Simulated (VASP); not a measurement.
# AlN (Pm) in VASP: further runs, part 2 of 2

VASP 6.6.1.

### 3 Single point, LDA (atom 1 (Al) moved by -0.248 Å along [1 0 0] and -0.248 Å along [1 2 0])

The input, INCAR:

```
SYSTEM = AlN
PREC = Accurate ; ENCUT = 520
EDIFF = 1E-7 ; ISMEAR = 0
SIGMA = 0.05 ; LREAL = .FALSE.
LASPH = .TRUE. ; NELM = 80
ALGO = Normal ; ISIF = 2
LWAVE = .FALSE. ; LCHARG = .TRUE.
LELF = .TRUE. ; LVHAR = .TRUE.
NBANDS = 26
```

The input, KPOINTS:

```
Automatic mesh
0
G
  8 6 4
  0 0 0
```

The input, POSCAR:

```
AlN
1.0
   -1.6378403119      2.8368226349      0.0000000000
    0.0000000000      0.0000000000      4.1006264518
    4.9135209358      2.8368226349      0.0000000000
Al N
4 4
Direct
    0.4722884156      0.7500000000      0.1069565008
    1.0000000000      0.7500000000      0.6666666667
    0.0000000000      0.2500000000      0.3333333333
    0.5000000000      0.2500000000      0.8333333333
    0.5000000000      0.2500000000      0.1666666667
    1.0000000000      0.2500000000      0.6666666667
    0.0000000000      0.7500000000      0.3333333333
    0.5000000000      0.7500000000      0.8333333333
```

Potentials or basis: VASP PAW LDA potentials, release 64 (Al, N).

Launch:

```
cat potpaw_LDA.64/Al/POTCAR potpaw_LDA.64/N/POTCAR > POTCAR
mpirun -np 1 vasp_std > vasp.out
```

OUTCAR:

```text
SYSTEM = AlN
   PREC = Accurate
   ENCUT = 520
   EDIFF = 1E-7
   ISMEAR = 0
   LREAL = .FALSE.
   LASPH = .TRUE.
   NELM = 80
   ISIF = 2

 ion  position               nearest neighbor table
   1  0.472  0.750  0.107-   8 1.56   7 2.01   5 2.08   5 2.08   7 2.15   4 2.57   4 2.57   3 2.87
                             3 2.87   2 2.94   3 2.97   3 2.97   2 3.04
   2  0.000  0.750  0.667-   8 1.89   8 1.89   7 1.89   6 2.05   6 2.05   4 2.79   4 2.79   4 2.79
                             4 2.79   3 2.79   3 2.79   1 2.94   1 3.04
   3  0.000  0.250  0.333-   5 1.89   5 1.89   6 1.89   7 2.05   7 2.05   2 2.79   2 2.79   1 2.87
                             1 2.87   1 2.97   1 2.97   4 3.28   4 3.28   4 3.28   4 3.28
   4  0.500  0.250  0.833-   6 1.89   6 1.89   5 1.89   8 2.05   8 2.05   1 2.57   1 2.57   2 2.79
                             2 2.79   2 2.79   2 2.79   3 3.28   3 3.28   3 3.28   3 3.28
   5  0.500  0.250  0.167-   3 1.89   3 1.89   4 1.89   1 2.08   1 2.08
   6  0.000  0.250  0.667-   4 1.89   4 1.89   3 1.89   2 2.05   2 2.05
   7  0.000  0.750  0.333-   2 1.89   1 2.01   3 2.05   3 2.05   1 2.15
   8  0.500  0.750  0.833-   1 1.56   2 1.89   2 1.89   4 2.05   4 2.05

  LATTYP: Found a simple orthorhombic cell.
 ALAT       =     3.2756806238
 B/A-ratio  =     1.2518395176
 C/A-ratio  =     1.7320508076

  Lattice vectors:

[... 206 lines left out ...]
      6       1.5111      2.00000
[... 685 lines left out ...]
     25      18.1515      0.00000
     26      18.1576      0.00000

 [... further k-points ...]

------------------------ aborting loop because EDIFF is reached ----------------------------------------

  FORCE on cell =-STRESS in cart. coord.  units (eV):
  Direction    XX          YY          ZZ          XY          YZ          ZX
  --------------------------------------------------------------------------------------
  -------------------------------------------------------------------------------------
  Total       10.0643240      1.3598721      0.4445719      5.5509241      0.0000000      0.0000000
  in kB      211.5832347     28.5887203      9.3462770    116.6976026      0.0000000      0.0000000
  external PRESSURE =      83.1727440 kB  Pullay stress =       0.0000000 kB

 VOLUME and BASIS-vectors are now :
 -----------------------------------------------------------------------------
  energy-cutoff  :      520.00
  volume of cell :       76.21
      direct lattice vectors                 reciprocal lattice vectors
    -1.637840312  2.836822635  0.000000000    -0.152640033  0.264380293  0.000000000
     0.000000000  0.000000000  4.100626452     0.000000000  0.000000000  0.243865178
     4.913520936  2.836822635  0.000000000     0.152640033  0.088126764  0.000000000

 POSITION                                       TOTAL-FORCE (eV/Angst)
 -----------------------------------------------------------------------------------
     -0.24800      1.64322      3.07547        11.933796      7.020962      0.000000
      3.27568      1.89122      3.07547        -1.658802     -1.024418      0.000000
      1.63784      0.94561      1.02516        -0.254597     -0.299369      0.000000
      3.27568      3.78243      1.02516        -0.414339     -0.102020      0.000000
      0.00000      1.89122      1.02516        -1.326314     -1.029655      0.000000
      3.27568      1.89122      1.02516         0.730776      0.406645      0.000000
      1.63784      0.94561      3.07547        -1.093132     -0.808656      0.000000
      3.27568      3.78243      3.07547        -7.917389     -4.163490      0.000000
 -----------------------------------------------------------------------------------
    total drift:                                0.000119      0.000096     -0.000000

  FREE ENERGIE OF THE ION-ELECTRON SYSTEM (eV)
  ---------------------------------------------------
  free  energy   TOTEN  =       -63.0143447881 eV

  energy  without entropy=      -63.0143447881  energy(sigma->0) =      -63.01434479
```

stdout:

```text
POSCAR found type information on POSCAR AlN
 POSCAR found :  2 types and       8 ions
 scaLAPACK will be used
 LDA part: xc-table for (Slater(with rela. corr.)+CA(PZ))
 , standard interpolation
 POSCAR, INCAR and KPOINTS ok, starting setup
 FFT: planning ... GRIDC
 FFT: planning ... GRID_SOFT
 FFT: planning ... GRID
 WAVECAR not read
 entering main loop
```

It took 59 s on 1 thread of AMD EPYC 9R45 (Zen 5), shared host; peak memory 0.19 GiB.

Results:

```yaml
Free_energy: -63.0143 eV
Pressure: 8.3 GPa
Largest_force: 13.846 eV/Å
Band_gap_on_the_k_mesh: 2.93 eV
```

Forces on the atoms (eV/Å):
```
Al  11.934  7.021  0.000
Al  -1.659 -1.024  0.000
Al  -0.255 -0.299  0.000
Al  -0.414 -0.102  0.000
N   -1.326 -1.030  0.000
N    0.731  0.407  0.000
N   -1.093 -0.809  0.000
N   -7.917 -4.163  0.000
```

Levels at points of the mesh, in eV from the valence-band top:
```csv
k point,band 12,band 13,band 14,band 15,band 16,band 17,band 18,band 19,band 20,band 21
"(0.00, 0.00, 0.00)",-3.06,-2.29,-1.78,-0.36,0.00,2.93,3.87,4.64,7.09,7.43
"(0.50, 0.00, 0.00)",-3.77,-2.83,-2.34,-2.20,-2.04,5.06,5.15,5.72,5.93,7.91
"(0.00, 0.50, 0.00)",-2.63,-2.51,-1.65,-1.54,-1.19,4.20,4.93,5.76,6.16,8.08
"(0.50, 0.50, 0.00)",-4.66,-1.72,-1.36,-0.63,-0.56,5.56,5.64,6.29,6.56,8.60
"(0.00, 0.00, 0.50)",-3.09,-2.14,-1.84,-0.76,-0.29,3.91,5.06,6.08,6.30,7.84
"(0.50, 0.00, 0.50)",-3.68,-3.00,-2.62,-1.58,-1.30,3.37,4.03,6.42,7.13,7.25
"(0.00, 0.50, 0.50)",-2.49,-2.35,-1.54,-1.42,-1.27,4.03,5.06,5.37,6.32,8.73
"(0.50, 0.50, 0.50)",-3.29,-2.53,-2.19,-1.30,-1.13,4.58,4.73,5.31,5.60,8.94
```

Caveat: the cell differs from its parent crystal (atom 1 (Al) moved by -0.248 Å along [1 0 0] and -0.248 Å along [1 2 0]); the stress differs along the axes, from 1 to 21 GPa; forces of over 1 eV/Å act on the atoms, so gaps and moduli don't describe the material at rest.
